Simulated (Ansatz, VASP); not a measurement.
AlN: VASP beside Ansatz

```
Al N
1.0
     0.00000    2.03452    2.03452
     2.03452    0.00000    2.03452
     2.03452    2.03452    0.00000
Al N
1 1
Direct
  0.50000 0.50000 0.50000
  0.00000 0.00000 0.00000
```

Alike in both runs: functional PBEsol-based screened hybrid with a share of 0.25 of exact exchange and HFSCREEN = 0.207; k mesh 6 × 6 × 6; occupations fermi-dirac, width 0.05 eV; no spin polarisation.

|  | VASP | Ansatz |
| --- | --- | --- |
| version | VASP 6.6.1 | Ansatz 0.2.0 |
| potentials or method | VASP PAW PBE potentials, release 64 (Al, N) | Ansatz PAW |
| plane-wave cutoff (eV) | 520 | 420 |
| valence electrons in the cell | 8 | 8 |
| task | single point | band structure |

|  | VASP | Ansatz | Ansatz less VASP |
| --- | --- | --- | --- |
| gap on the k mesh at the Fermi level (eV) | 5.74 | 5.78 | +0.046 |
| least direct gap on the mesh (eV) | 6.91 | 6.91 | -0.003 |
| pressure (GPa) | -10.6 | -10.8 | -0.26 |

VASP's potentials were made for PBE, not for PBEsol-based screened hybrid.

The k mesh is coarse, so the values compare programs but aren't converged.
